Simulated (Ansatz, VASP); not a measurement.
Zr in VASP and in Ansatz

```
CELL_PARAMETERS angstrom
3.23147 0.00000 0.00000
-1.61574 2.79854 0.00000
0.00000 0.00000 5.17177
ATOMIC_POSITIONS crystal
Zr 0.33333 0.66667 0.25000
Zr 0.66667 0.33333 0.75000
```

Alike in both runs: functional PBE; k mesh 15 × 15 × 8; occupations fermi-dirac, width 0.05 eV; no spin polarisation.

Ansatz relaxed the structure, and its values are those at the end. VASP's run is a single point on that final structure, the one shown.

|  | VASP | Ansatz |
| --- | --- | --- |
| version | VASP 6.6.1 | Ansatz 0.2.0 |
| potentials or method | VASP PAW PBE potentials, release 64 (Zr_sv) | PAW with Ansatz's default frozen-core files, scalar-relativistic |
| plane-wave cutoff (eV) | 520 | 420 |
| valence electrons in the cell | 24 | 24 |

```tsv
	VASP	Ansatz	Ansatz less VASP
pressure (GPa)	0.0	0.0	-0.03
```

The functional is the same, so the differences come from potentials, cutoffs and numerics.
